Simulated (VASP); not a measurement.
# ZrB: single point with PBE

The system is ZrB.

```
Zr B
1.0
     0.00000    2.45212    2.45212
     2.45212    0.00000    2.45212
     2.45212    2.45212    0.00000
Zr B
1 1
Direct
  0.50000 0.50000 0.50000
  0.00000 0.00000 0.00000
```

* Program: VASP 6.6.1
* Task: single point
* Functional: PBE
* Potentials or basis: VASP PAW PBE potentials, release 64 (Zr_sv, B)
* Cutoff: 520 eV
* k mesh: 12 × 12 × 12
* Occupations: gaussian, width 0.05 eV
* Spin: non-collinear spin, zero start, spin-orbit coupling
* Starting moments: [[0.0, 0.0, 0.0], [0.0, 0.0, 0.0]] μB
* Dipole correction: no
* Further INCAR settings: ALGO = Normal; EDIFF = 1e-07; NBANDS = 27

```yaml
Pressure: 0.1 GPa
Net_moment: 0.00 μB per cell
Valence_electrons_inside_the_program's_atomic_spheres: Zr 9.82; B 1.78
```

Moments on the atoms (μB; x, y, z):
```
Zr  0.00 0.00 0.00
B   0.00 0.00 0.00
```

Wall time 4.2 min on 1 thread of Intel Xeon 8259CL, with other jobs on the host, peak memory 0.29 GiB.
